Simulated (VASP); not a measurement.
**PbF2: single point with r2SCAN**

The system is PbF2.

```
CELL_PARAMETERS angstrom
0.00000 2.96985 2.96985
2.96985 0.00000 2.96985
2.96985 2.96985 0.00000
ATOMIC_POSITIONS crystal
Pb 0.14580 0.95140 0.95140
F 0.25000 0.25000 0.25000
F 0.75000 0.75000 0.75000
```

This cell differs from its parent crystal: all Pb atoms moved -0.500 Å, as atom 1 towards its neighbour atom 2 (F) at 2.572 Å.

```json
{"Program": "VASP 6.6.1", "Task": "single point", "Functional": "r2SCAN", "Potentials or basis": "VASP PAW PBE potentials, release 64 (Pb_d, F)", "Cutoff": "520 eV", "k mesh": "8 × 8 × 8", "Occupations": "gaussian, width 0.05 eV", "Spin": "no spin polarisation"}
```

```yaml
Pressure: 6.3 GPa
Largest_force: 2.402 eV/Å
Band_gap_on_the_k_mesh: 4.96 eV (least direct gap 5.21 eV)
```

Forces on the atoms (eV/Å):
```
Pb   1.387 -1.387 -1.387
F   -0.124  0.124  0.124
F   -1.263  1.263  1.263
```

Stress tensor (GPa, compression positive):
```
 6.33 -4.21 -4.21
-4.21  6.33  4.21
-4.21  4.21  6.33
```

Levels at points of the mesh, in eV from the valence-band top:
| k point | band 11 | band 12 | band 13 | band 14 | band 15 | band 16 | band 17 | band 18 |
| --- | --- | --- | --- | --- | --- | --- | --- | --- |
| (0.00, 0.00, 0.00) | -3.16 | -2.48 | -2.48 | -2.25 | 7.19 | 7.19 | 8.39 | 10.26 |
| (0.50, 0.00, 0.00) | -3.17 | -2.78 | -2.78 | -0.24 | 5.60 | 8.12 | 8.12 | 13.01 |
| (0.00, 0.50, 0.00) | -3.26 | -2.77 | -2.45 | -0.16 | 5.08 | 8.12 | 8.94 | 13.11 |
| (0.50, 0.50, 0.00) | -2.35 | -2.27 | -1.98 | -0.25 | 4.96 | 7.89 | 8.38 | 9.68 |

Wall time 6.7 min on 1 thread of Oxide Virtual Turin-like Processor (shared host), peak memory 0.2 GiB.

Caveat: the cell differs from its parent crystal (all Pb atoms moved -0.500 Å, as atom 1 towards its neighbour atom 2 (F) at 2.572 Å); the cell stands under pressure; the PAW data sets were made with another functional, which shifts forces and pressure a little; spin-orbit coupling is left out, which moves the levels of the heavy elements. A k mesh can miss the band edges.
